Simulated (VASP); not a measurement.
# Ta (Im-3m) in VASP: a series of runs

The runs below take Ta through relaxation of cell and atoms, with r2SCAN.

All numbers are computed with VASP 6.6.1; they aren't measurements. Logs are shortened: lines on timing, memory, paths and dates and some standing lists are left out, and cuts for length are marked.

## 1. The cell of the first run

It takes space group Im-3m (No. 229, cubic). The conventional cell has a = 3.305 Å, b = 3.305 Å, c = 3.305 Å, α = 90.00°, β = 90.00°, γ = 90.00°. Ta (site symmetry m-3m) has 14 Ta at 2.86 to 3.30 Å within 3.8 Å.

## 2. Relaxation of cell and atoms, r2SCAN

POSCAR reads:

```
Ta
1.0
   -1.6524577647      1.6524577647      1.6524577647
    1.6524577647     -1.6524577647      1.6524577647
    1.6524577647      1.6524577647     -1.6524577647
Ta
1
Direct
    0.0000000000      0.0000000000      0.0000000000
```

INCAR.step1 reads:

```
SYSTEM = Ta
PREC = Accurate ; ENCUT = 600
ISMEAR = -1 ; SIGMA = 0.15
LREAL = .FALSE. ; LASPH = .TRUE.
NELM = 60 ; GGA = PE
ALGO = Normal ; EDIFF = 1E-4
LWAVE = .TRUE. ; LCHARG = .FALSE.
```

INCAR.step2 reads:

```
SYSTEM = Ta
PREC = Accurate ; ENCUT = 600
EDIFF = 1E-6 ; ISMEAR = -1
SIGMA = 0.15 ; LREAL = .FALSE.
LASPH = .TRUE. ; NELM = 60
ALGO = Normal ; ISIF = 3
LWAVE = .FALSE. ; LCHARG = .FALSE.
METAGGA = R2SCAN ; LMIXTAU = .TRUE.
IBRION = 2 ; NSW = 80
EDIFFG = -0.001 ; ISTART = 1
```

KPOINTS reads:

```
Automatic mesh
0
G
  18 18 18
  0 0 0
```

Potentials or basis: VASP PAW PBE potentials, release 64 (Ta_pv).

Command:

```
$ cat potpaw_PBE.64/Ta_pv/POTCAR > POTCAR
$ cp INCAR.step1 INCAR
$ mpirun -np 1 vasp_std > vasp.out
$ cp INCAR.step2 INCAR
$ mpirun -np 1 vasp_std > vasp.out
```

OUTCAR:

```text
SYSTEM = Ta
   PREC = Accurate
   ENCUT = 600
   EDIFF = 1E-6
   ISMEAR = -1
   LREAL = .FALSE.
   LASPH = .TRUE.
   NELM = 60
   ISIF = 3
   METAGGA = R2SCAN
   IBRION = 2
   NSW = 80
   EDIFFG = -0.001
   ISTART = 1

 ion  position               nearest neighbor table
   1  0.000  0.000  0.000-

  LATTYP: Found a body centered cubic cell.
 ALAT       =     3.3049155294

  Lattice vectors:

 A1 = (  -1.6524577647,   1.6524577647,   1.6524577647)
 A2 = (   1.6524577647,  -1.6524577647,   1.6524577647)
 A3 = (   1.6524577647,   1.6524577647,  -1.6524577647)

Analysis of symmetry for initial positions (statically):
=====================================================================
 Subroutine PRICEL returns:
 Original cell was already a primitive cell.

 Routine SETGRP: Setting up the symmetry group for a
 body centered cubic supercell.

 Subroutine GETGRP returns: Found 48 space group operations
 (whereof 48 operations were pure point group operations)
 out of a pool of 48 trial point group operations.

The static configuration has the point symmetry O_h .

Analysis of symmetry for dynamics (positions and initial velocities):
=====================================================================
 Subroutine PRICEL returns:
 Original cell was already a primitive cell.

 Routine SETGRP: Setting up the symmetry group for a
 body centered cubic supercell.

 Subroutine GETGRP returns: Found 48 space group operations
 (whereof 48 operations were pure point group operations)
 out of a pool of 48 trial point group operations.

The dynamic configuration has the point symmetry O_h .

 Subroutine INISYM returns: Found 48 space group operations
 (whereof 48 operations are pure point group operations),
 and found     1 'primitive' translations

----------------------------------------------------------------------------------------

                                     Primitive cell

  volume of cell :      18.0489

  direct lattice vectors                    reciprocal lattice vectors
    -1.652457765  1.652457765  1.652457765     0.000000000  0.302579594  0.302579594
     1.652457765 -1.652457765  1.652457765     0.302579594  0.000000000  0.302579594
     1.652457765  1.652457765 -1.652457765     0.302579594  0.302579594  0.000000000

  length of vectors
     2.862140806  2.862140806  2.862140806     0.427912166  0.427912166  0.427912166

  position of ions in fractional coordinates (direct lattice)
     0.000000000  0.000000000  0.000000000

  ion indices of the primitive-cell ions
   primitive index   ion index
                 1           1

----------------------------------------------------------------------------------------

 KPOINTS: Automatic mesh

Automatic generation of k-mesh.
 Grid dimensions read from file:
 generate k-points for:   18   18   18

 Generating k-lattice:

  Cartesian coordinates                     Fractional coordinates (reciprocal lattice)
     0.000000000  0.016809977  0.016809977     0.055555556  0.000000000  0.000000000
     0.016809977  0.000000000  0.016809977     0.000000000  0.055555556  0.000000000
     0.016809977  0.016809977  0.000000000     0.000000000  0.000000000  0.055555556

  Length of vectors
     0.023772898  0.023772898  0.023772898

  Shift w.r.t. Gamma in fractional coordinates (k-lattice)
     0.000000000  0.000000000  0.000000000

 Subroutine IBZKPT returns following result:
 ===========================================

 Found    195 irreducible k-points:

 Following reciprocal coordinates:
            Coordinates               Weight
  0.000000  0.000000  0.000000      1.000000
  0.055556  0.000000  0.000000     12.000000
  0.111111  0.000000  0.000000     12.000000
  0.166667  0.000000  0.000000     12.000000
  0.222222  0.000000  0.000000     12.000000
  0.277778  0.000000  0.000000     12.000000
[... 16 lines left out ...]
  0.333333  0.111111  0.000000     48.000000
  0.388889  0.111111  0.000000     48.000000
 [... further k-points ...]
   k-points           NKPTS =    195   k-points in BZ     NKDIM =    195   number of bands    NBANDS=      9
   number of dos      NEDOS =    301   number of ions     NIONS =      1
   total plane-waves  NPLWV =  13824
   dimension x,y,z NGX =    24 NGY =   24 NGZ =   24
   dimension x,y,z NGXF=    48 NGYF=   48 NGZF=   48
   ions per type =               1
   NGX,Y,Z   is equivalent  to a cutoff of  13.94, 13.94, 13.94 a.u.
   NGXF,Y,Z  is equivalent  to a cutoff of  27.88, 27.88, 27.88 a.u.
 SYSTEM =  Ta
   PREC   = accura    normal or accurate (medium, high low for compatibility)
   ISTART =      1    job   : 0-new  1-cont  2-samecut
   ICHARG =      0    charge: 1-file 2-atom 10-const
   ISPIN  =      1    spin polarized calculation?
   LNONCOLLINEAR =      F non collinear calculations
   LSORBIT =      F    spin-orbit coupling
   LASPH  =      T    aspherical Exc in radial PAW
   ENCUT  =  600.0 eV  44.10 Ry    6.64 a.u.   5.72  5.72  5.72*2*pi/ulx,y,z
   NELM   =     60;   NELMIN=  2; NELMDL=  0     # of ELM steps
   EDIFF  = 0.1E-05   stopping-criterion for ELM
   LREAL  =      F    real-space projection
   EDIFFG = -.1E-02   stopping-criterion for IOM
   NSW    =     80    number of steps for IOM
   IBRION =      2    ionic relax: 0-MD 1-quasi-New 2-CG
   NFREE  =      1    steps in history (QN), initial steepest desc. (CG)
   ISIF   =      3    stress and relaxation
   ISYM   =      2    0-nonsym 1-usesym 2-fastsym
   POTIM  = 0.5000    time-step for ionic-motion
   TEBEG  =    0.0;   TEEND  =   0.0 temperature during run
   PSTRESS=    0.0 pullay stress
   NELECT =      11.0000    total number of electrons
   NUPDOWN=      -1.0000    fix difference up-down
   EMIN   =  10.00;   EMAX   =-10.00  energy-range for DOS
   EFERMI =   0.00;   METHOD = LEGACY
   ISMEAR =    -1;   SIGMA  =   0.15  broadening in eV -4-tet -1-fermi 0-gaus
   EFERMI_NEDOS =   21; number of points for ismear=-14 and -15
   IALGO  =     38    algorithm
   IMIX   =      4    mixing-type and parameters
     AMIX     =   0.40;   BMIX     =  1.00
     AMIX_MAG =   1.60;   BMIX_MAG =  1.00
  volume/ion in A,a.u.               =      18.05       121.80
  Fermi-wavevector in a.u.,A,eV,Ry     =   1.387998  2.622935 26.212129  1.926537
  Thomas-Fermi vector in A             =   2.512165
   LORBIT       =      0    0 simple, 1 ext, 2 COOP (PROOUT), +10 PAW based schemes
   METAGGA = R2SCAN    functional components
   LHFCALC =     F    Hartree Fock is set to
   AEXX    =    0.0000 exact exchange contribution
   IVDW    =     0    specifies the selected vdW correction
   LEPSILON=     F    determine dielectric tensor
   LRPA    =     F    only Hartree local field effects (RPA)
 conjugate gradient relaxation of ions
 non-spin polarized calculation
  energy-cutoff  :      600.00
  volume of cell :       18.05
 maximum number of plane-waves:       619
   NGX = 11   NGY = 11   NGZ = 11

--------------------------------------- Ionic step        1  -------------------------------------------

 number of electron      11.0000002 magnetization

 Free energy of the ion-electron system (eV)
  ---------------------------------------------------
  ext. energy  EPLUGINS =         0.00000000
  ---------------------------------------------------
  free energy    TOTEN  =       -48.62597423 eV

  energy without entropy =      -48.53537350  energy(sigma->0) =      -48.58067387

------------------------ aborting loop because EDIFF is reached ----------------------------------------

  FORCE on cell =-STRESS in cart. coord.  units (eV):
  Direction    XX          YY          ZZ          XY          YZ          ZX
  --------------------------------------------------------------------------------------
  -------------------------------------------------------------------------------------
  Total        0.1165392      0.1165392      0.1165392      0.0000000     -0.0000000      0.0000000
  in kB       10.3450236     10.3450236     10.3450236      0.0000000     -0.0000000      0.0000000
  external PRESSURE =      10.3450236 kB  Pullay stress =       0.0000000 kB

 VOLUME and BASIS-vectors are now :
 -----------------------------------------------------------------------------
  energy-cutoff  :      600.00
  volume of cell :       18.05
      direct lattice vectors                 reciprocal lattice vectors
    -1.652457765  1.652457765  1.652457765     0.000000000  0.302579594  0.302579594
     1.652457765 -1.652457765  1.652457765     0.302579594  0.000000000  0.302579594
     1.652457765  1.652457765 -1.652457765     0.302579594  0.302579594  0.000000000
[... 36 lines left out ...]
 POSITION                                       TOTAL-FORCE (eV/Angst)
 -----------------------------------------------------------------------------------
     -1.66175      1.66175      1.66175        -0.000000      0.000000      0.000000
 -----------------------------------------------------------------------------------
    total drift:                               -0.000000     -0.000000      0.000000

  FREE ENERGIE OF THE ION-ELECTRON SYSTEM (eV)
  ---------------------------------------------------
  free  energy   TOTEN  =       -48.6247004371 eV

  energy  without entropy=      -48.5325358151  energy(sigma->0) =      -48.57861813

--------------------------------------- Ionic step        3  -------------------------------------------

 number of electron      11.0000001 magnetization

 Free energy of the ion-electron system (eV)
  ---------------------------------------------------
  ext. energy  EPLUGINS =         0.00000000
  ---------------------------------------------------
  free energy    TOTEN  =       -48.62626581 eV

  energy without entropy =      -48.53518846  energy(sigma->0) =      -48.58072714

 E-fermi :   5.2956     XC(G=0): -13.7290

 val. band max:        5.2548398426   @ k =   0.3333   0.1111   0.0000
 cond. band min:       5.3033334165   @ k =   0.3333   0.0556   0.0000
 fundamental gap:      0.0484935738
 Fermi energy:         5.2955796940

 k-point     1 :       0.0000    0.0000    0.0000
  band No.  band energies     occupation
      1     -28.9798      2.00000
      2     -28.9798      2.00000
      3     -28.9798      2.00000
      4      -3.0344      2.00000
      5       6.1101      0.00872
      6       6.1102      0.00872
      7       6.1102      0.00872
      8       9.5762      0.00000
      9       9.5762      0.00000

 k-point     2 :       0.0556    0.0000    0.0000
  band No.  band energies     occupation
      1     -29.0196      2.00000
      2     -28.9919      2.00000
      3     -28.9801      2.00000
      4      -2.8911      2.00000
      5       6.0151      0.01638
      6       6.0816      0.01054
      7       6.2490      0.00347
      8       9.4195      0.00000
      9       9.5752      0.00000
[... 253 lines left out ...]
 k-point    24 :       0.3889    0.1111    0.0000
  band No.  band energies     occupation
      1     -30.1122      2.00000
      2     -29.3996      2.00000
      3     -29.0403      2.00000
      4       1.1410      2.00000
      5       3.8373      1.99988
      6       5.8112      0.06227
      7       9.2871      0.00000
      8      10.6225      0.00000
      9      13.3955      0.00000

 [... further k-points ...]

------------------------ aborting loop because EDIFF is reached ----------------------------------------

  FORCE on cell =-STRESS in cart. coord.  units (eV):
  Direction    XX          YY          ZZ          XY          YZ          ZX
  --------------------------------------------------------------------------------------
  -------------------------------------------------------------------------------------
  Total        0.0009372      0.0009372      0.0009372     -0.0000000     -0.0000000      0.0000000
  in kB        0.0827741      0.0827741      0.0827741     -0.0000000     -0.0000000      0.0000000
  external PRESSURE =       0.0827741 kB  Pullay stress =       0.0000000 kB

 VOLUME and BASIS-vectors are now :
 -----------------------------------------------------------------------------
  energy-cutoff  :      600.00
  volume of cell :       18.14
      direct lattice vectors                 reciprocal lattice vectors
    -1.655249951  1.655249951  1.655249951     0.000000000  0.302069183  0.302069183
     1.655249951 -1.655249951  1.655249951     0.302069183  0.000000000  0.302069183
     1.655249951  1.655249951 -1.655249951     0.302069183  0.302069183  0.000000000

 POSITION                                       TOTAL-FORCE (eV/Angst)
 -----------------------------------------------------------------------------------
      0.00000      0.00000     -0.00000        -0.000000      0.000000      0.000000
 -----------------------------------------------------------------------------------
    total drift:                                0.000000      0.000000     -0.000000

  FREE ENERGIE OF THE ION-ELECTRON SYSTEM (eV)
  ---------------------------------------------------
  free  energy   TOTEN  =       -48.6262658074 eV

  energy  without entropy=      -48.5351884634  energy(sigma->0) =      -48.58072714

 reached required accuracy - stopping structural energy minimisation
```

Run time: 84 s. Hardware: 1 thread of Intel Xeon 6975P-C (Granite Rapids), shared host; peak memory 0.18 GiB.

Results:

```yaml
Free_energy: -48.6263 eV
Relaxed_volume: 18.14 Å³/atom
Relaxed_cell: a = 2.867 Å, b = 2.867 Å, c = 2.867 Å, α = 109.47°, β = 109.47°, γ = 109.47°
Space_group_after_relaxing_to_0.1_Å: Im-3m (No. 229)
Energy_gained_by_relaxing: 0.3 meV/atom
Ionic_steps: 3
Pressure_after_relaxing: 0.0 GPa
Band_gap_on_the_k_mesh: zero (an odd number of electrons rules out a gap without spin polarisation)
```

The path:
```tsv
step	energy change (eV)	largest force (eV/Å)	pressure (GPa)	volume (Å³)
1	0.0000	0.0000	1.03	18.05
2	0.0013	0.0000	-2.31	18.36
3	-0.0003	0.0000	0.01	18.14
```

Final structure:
```xyz
1
Lattice="-1.6552 1.6552 1.6552 1.6552 -1.6552 1.6552 1.6552 1.6552 -1.6552" Properties=species:S:1:pos:R:3 pbc="T T T"
Ta    0.0000    0.0000    0.0000
```

Caveat: the PAW data sets were made with another functional, which shifts forces and pressure a little; spin-orbit coupling is left out, which moves the levels of the heavy elements.

## 3. Relaxation of cell and atoms, r2SCAN

This run uses another cell than the first one, of 18.13 Å³/atom.

POSCAR reads:

```
Ta
1.0
   -1.6549278100      1.6549278100      1.6549278100
    1.6549278100     -1.6549278100      1.6549278100
    1.6549278100      1.6549278100     -1.6549278100
Ta
1
Direct
    0.0000000000      0.0000000000      0.0000000000
```

INCAR.step1 reads:

```
SYSTEM = Ta
ALGO = Normal ; EDIFF = 1E-4
ENCUT = 600 ; GGA = PE
ISMEAR = 0 ; LASPH = .True.
LCHARG = .False. ; LREAL = .False.
LWAVE = .True. ; NELM = 100
PREC = Accurate ; SIGMA = 0.1
```

INCAR.step2 reads:

```
SYSTEM = Ta
ALGO = Normal ; EDIFF = 1E-6
EDIFFG = -0.002 ; ENCUT = 600
IBRION = 2 ; ISIF = 3
ISMEAR = 0 ; ISTART = 1
LASPH = .True. ; LCHARG = .False.
LMIXTAU = .True. ; LREAL = .False.
LWAVE = .False. ; METAGGA = R2SCAN
NELM = 100 ; NSW = 100
PREC = Accurate ; SIGMA = 0.1
```

KPOINTS reads:

```
k-points
0
Gamma
  18 18 18
  0 0 0
```

Potentials or basis: VASP PAW PBE potentials, release 64 (Ta_pv).

Command:

```
$ cat potpaw_PBE.64/Ta_pv/POTCAR > POTCAR
$ cp INCAR.step1 INCAR
$ mpirun -np 1 vasp_std > vasp.out
$ cp INCAR.step2 INCAR
$ mpirun -np 1 vasp_std > vasp.out
```

Wall time 2.5 min (1 thread of Intel Xeon 6975P-C (Granite Rapids), shared host); peak memory 0.19 GiB.

Results (log left out):

- Free energy: -48.5835 eV
- Relaxed volume: 18.10 Å³/atom
- Relaxed cell: a = 2.865 Å, b = 2.865 Å, c = 2.865 Å, α = 109.47°, β = 109.47°, γ = 109.47°
- Space group after relaxing (to 0.1 Å): Im-3m (No. 229)
- Energy gained by relaxing: 0.0 meV/atom
- Ionic steps: 9
- Pressure after relaxing: 0.0 GPa
- Band gap on the k mesh: zero (an odd number of electrons rules out a gap without spin polarisation)

Final structure:
```xyz
1
Lattice="-1.6539 1.6539 1.6539 1.6539 -1.6539 1.6539 1.6539 1.6539 -1.6539" Properties=species:S:1:pos:R:3 pbc="T T T"
Ta    1.6539    1.6539    1.6539
```

Levels at points of the mesh, in eV from the Fermi level:
```
           k point  band 2  band 3  band 4  band 5  band 6  band 7  band 8  band 9
(0.00, 0.00, 0.00)  -34.24  -34.24   -8.31    0.84    0.84    0.84    4.31    4.31
(0.50, 0.00, 0.00)  -34.63  -34.25   -4.54   -1.55    1.45    4.18    5.24    8.04
(0.50, 0.50, 0.50)  -35.08  -35.08   -3.92   -3.92    7.08    7.08    7.08    8.97
```

Caveat: the PAW data sets were made with another functional, which shifts forces and pressure a little; spin-orbit coupling is left out, which moves the levels of the heavy elements.
